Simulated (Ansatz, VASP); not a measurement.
**SnSe2: VASP beside Ansatz**

File INCAR:

```
PREC = Accurate
ENCUT = 520
EDIFF = 1E-6
ISMEAR = 0
SIGMA = 0.05
LREAL = F
LASPH = T
NELM = 100
ALGO = Normal
ISIF = 2
LWAVE = F
LCHARG = T
GGA = PS
IVDW = 12
LELF = T
LVHAR = T
NBANDS = 20
```

The input KPOINTS:

```
Automatic mesh
0
Gamma
  12 12 6
```

File POSCAR:

```
SnSe2
1.0
    3.7495203087      0.0000000000      0.0000000000
   -1.8747601544      3.2471798393      0.0000000000
    0.0000000000      0.0000000000      6.3398987578
Sn Se
1 2
Direct
    0.0000000000      0.0000000000      0.0000000000
    0.3333333333      0.6666666667      0.2500000000
    0.6666666667      0.3333333333      0.7500000000
```

Input for Ansatz:

```yaml
crystal:
  lattice:
    - [3.7495203087, 0.0, 0.0]
    - [-1.8747601544, 3.2471798393, 0.0]
    - [0.0, 0.0, 6.3398987578]
  atoms:
    - { symbol: Sn, position: [0.0, 0.0, 0.0] }
    - { symbol: Se, position: [0.3333333333, 0.6666666667, 0.25] }
    - { symbol: Se, position: [0.6666666667, 0.3333333333, 0.75] }
basis:
  ecutwfc: 420
kpoints:
  mp_grid: { grid: [12, 12, 6] }
hamiltonian:
  xc: pbesol
  dispersion: d3bj
scf:
  occupations: { method: gaussian, width: 0.05 }
output:
  forces: true
  stress: true
  eigenvalues: true
```

Alike in both runs: task single point; functional PBEsol; dispersion D3(BJ); k mesh 12 × 12 × 6; occupations gaussian, width 0.05 eV; no spin polarisation.

|  | VASP | Ansatz |
| --- | --- | --- |
| version | VASP 6.6.1 | Ansatz 0.2.0 |
| potentials or method | VASP PAW PBE potentials, release 64 (Sn_d, Se), cutoff 520 eV | scalar-relativistic, plane waves, PAW |
| valence electrons in the cell | 26 | 46 |

|  | VASP | Ansatz | Ansatz less VASP |
| --- | --- | --- | --- |
| gap on the k mesh at the Fermi level (eV) | 0.56 | 0.57 | +0.004 |
| least direct gap on the mesh (eV) | 1.13 | 1.14 | +0.003 |
| pressure (GPa) | 0.4 | 0.3 | -0.13 |
| traceless stress, the component that is largest in VASP (GPa) | -0.90 | -0.91 | -0.014 |
| rms of the force components (eV/Å) | 0.135 | 0.124 | -0.0106 |

VASP's potentials were made for PBE, not for PBEsol. Atom by atom the forces differ by 0.011 eV/Å (rms over components). VASP's potentials hold 26 valence electrons a cell and Ansatz's 46, so a difference there can come from the potentials and not from the codes.
